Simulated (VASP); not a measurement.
Ir, 8 atoms in the cell. It takes space group P6_3/mmc (No. 194, hexagonal). The conventional cell has a = 3.690 Å, b = 3.690 Å, c = 12.359 Å, α = 90.00°, β = 90.00°, γ = 120.00°. Within 3.0 Å of Ir (site symmetry 3m) lie 4 Ir at 2.27 to 2.32 Å. Ir (site symmetry 3m) has 4 Ir at 2.27 to 2.32 Å within 3.0 Å. This isn't the form of Ir at room conditions, which is fcc.

```yaml
Program: VASP 6.6.1
Task: single point
Functional: r2SCAN
Potentials_or_basis: VASP PAW PBE potentials, release 64 (Ir)
Cutoff: 520 eV
k_mesh: 8 × 8 × 2
Occupations: fermi-dirac, width 0.0103 eV
Spin: no spin polarisation
Dipole_correction: no
Further_INCAR_settings: ALGO = Normal; EDIFF = 1e-06; NBANDS = 46
```

Potentials or basis: VASP PAW PBE potentials, release 64 (Ir).

Run with:

```console
$ cat potpaw_PBE.64/Ir/POTCAR > POTCAR
$ cp INCAR.step1 INCAR
$ mpirun -np 1 vasp_std > vasp.out
$ cp INCAR.step2 INCAR
$ mpirun -np 1 vasp_std > vasp.out
```

Hardware: 1 thread of AMD EPYC 7R13, with other jobs on the host.

Problem. Estimate the wall time of this run.

Solution. Run time: 37 min on 1 thread of AMD EPYC 7R13, with other jobs on the host, peak memory 0.37 GiB. Counts: k points 42.
